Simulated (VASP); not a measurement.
A run of VASP 6.6.1:

Contents of INCAR:

```
SYSTEM = TiOs2
  PREC = Accurate
  ENCUT = 520
  EDIFF = 1E-6
  ISMEAR = 0
  SIGMA = 0.1
  LREAL = .FALSE.
  LASPH = .TRUE.
  NELM = 100
  ALGO = Fast
  ISIF = 2
  LWAVE = .FALSE.
  LCHARG = .TRUE.
  GGA = PE
  LELF = .TRUE.
  LVHAR = .TRUE.
  NBANDS = 21
```

The input KPOINTS:

```
regular mesh
0
G
  6 6 6
  0 0 0
```

File POSCAR:

```
TiOs2
1.0
    0.0000000000      2.7209158815      2.7209158815
    2.7209158815      0.0000000000      2.7209158815
    2.7209158815      2.7209158815      0.0000000000
Ti Os
1 2
Direct
    0.0000000000      0.0000000000      0.0000000000
    0.2500000000      0.2500000000      0.2500000000
    0.7500000000      0.7500000000      0.7500000000
```

Potentials or basis: VASP PAW PBE potentials, release 64 (Ti_sv, Os).

Command:

```sh
$ cat potpaw_PBE.64/Ti_sv/POTCAR potpaw_PBE.64/Os/POTCAR > POTCAR
$ mpirun -np 1 vasp_std > vasp.out
```

Hardware: 1 thread of Intel(R) Xeon(R) Platinum 8488C (Sapphire Rapids) (shared host).

Q: Estimate the wall time of this run.

A: Wall time 28 s on 1 thread of Intel(R) Xeon(R) Platinum 8488C (Sapphire Rapids), with other jobs on the host, peak memory 0.17 GiB. Counts: scf iterations 19, k points 16.
